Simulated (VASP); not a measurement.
Here is a VASP 6.6.1 calculation.

POSCAR

```
ScAlN2
1.0
    3.0446085440      0.0000000000      0.0000000000
    0.0000000000      3.0446085440      0.0000000000
    0.0000000000      0.0000000000      4.3189807810
Sc N Al
1 2 1
Direct
    0.0000000000      0.0000000000      0.0000000000
    0.0000000000      0.0000000000      0.5000000000
    0.5000000000      0.5000000000      0.0000000000
    0.5000000000      0.5000000000      0.5000000000
```

INCAR.step1

```
SYSTEM = ScAlN2
PREC = Accurate
ENCUT = 500
EDIFF = 1E-8
ISMEAR = 0
SIGMA = 0.01
LREAL = .FALSE.
LASPH = .TRUE.
NELM = 80
ALGO = Normal
LWAVE = .TRUE.
LCHARG = .FALSE.
METAGGA = R2SCAN
LMIXTAU = .TRUE.
```

Contents of INCAR.step2:

```
SYSTEM = ScAlN2
PREC = Accurate
ENCUT = 500
EDIFF = 1E-8
ISMEAR = 0
SIGMA = 0.01
LREAL = .FALSE.
LASPH = .TRUE.
NELM = 1
ALGO = Exact
LWAVE = .TRUE.
LCHARG = .FALSE.
METAGGA = R2SCAN
LMIXTAU = .TRUE.
NBANDS = 162
LOPTICS = .TRUE.
ISTART = 1
```

Contents of INCAR.step3:

```
SYSTEM = ScAlN2
PREC = Accurate
ENCUT = 500
EDIFF = 1E-8
ISMEAR = 0
SIGMA = 0.01
LREAL = .FALSE.
LASPH = .TRUE.
ALGO = EVGW0
LWAVE = .FALSE.
LCHARG = .FALSE.
METAGGA = R2SCAN
LMIXTAU = .TRUE.
NELMGW = 1
NBANDS = 162
ENCUTGW = 140.0
NOMEGA = 96
PRECFOCK = Fast
ISTART = 1
NBANDSGW = 20
OMEGAMAX = 20
```

The input KPOINTS:

```
Automatic mesh
0
G
  4 4 4
  0 0 0
```

Potentials or basis: VASP PAW PBE potentials, release 64 (Sc_sv_GW, N_GW, Al_GW).

The run is started by

```console
$ cat potpaw_PBE.64/Sc_sv_GW/POTCAR potpaw_PBE.64/N_GW/POTCAR potpaw_PBE.64/Al_GW/POTCAR > POTCAR
$ cp INCAR.step1 INCAR
$ mpirun -np 1 vasp_std > vasp.out
$ cp INCAR.step2 INCAR
$ mpirun -np 1 vasp_std > vasp.out
$ cp INCAR.step3 INCAR
$ mpirun -np 1 vasp_std > vasp.out
```

(1) What does it give for the quasiparticle gap?

(2) Estimate the least direct quasiparticle gap.

(3) Predict the least direct gap of the starting levels on the mesh.

(4) Estimate the band gap of the starting levels on the mesh.

Answers

(1) 1.81 eV.

(2) 1.81 eV.

(3) 1.11 eV.

(4) 1.11 eV.

Caveat: the k points lie up to 0.52 Å⁻¹ apart; bands, screening cutoff and mesh are small and nothing is extrapolated, so the quasiparticle values aren't converged.
